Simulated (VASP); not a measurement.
Here is a VASP 6.6.1 calculation.

INCAR

```
PREC = Accurate
ENCUT = 500
EDIFF = 1E-6
ISMEAR = -1
SIGMA = 0.1
LREAL = False
LASPH = True
NELM = 200
ALGO = Normal
ISIF = 2
LWAVE = False
LCHARG = False
ISPIN = 2
MAGMOM = 0
LORBIT = 11
LMAXMIX = 4
GGA = PE
NBANDS = 17
GGA_COMPAT = False
```

Contents of KPOINTS:

```
Automatic mesh
0
Gamma
  8 8 8
```

The input POSCAR:

```
Ru
1.0
   -1.5309140000      1.5309140000      1.5309140000
    1.5309140000     -1.5309140000      1.5309140000
    1.5309140000      1.5309140000     -1.5309140000
Ru
1
Direct
    0.0000000000      0.0000000000      0.0000000000
```

Potentials or basis: VASP PAW PBE potentials, release 64 (Ru_pv).

Command:

```sh
$ cat potpaw_PBE.64/Ru_pv/POTCAR > POTCAR
$ mpirun -np 1 vasp_std > vasp.out
```

Problem. Predict the pressure.

Solution. -2.2 GPa.

Problem. Predict the band gap on the k mesh.

Solution. Zero (filled and empty bands overlap).

Problem. Predict the net moment.

Solution. 0.00 μB per cell.

Caveat: the k points lie up to 0.36 Å⁻¹ apart.
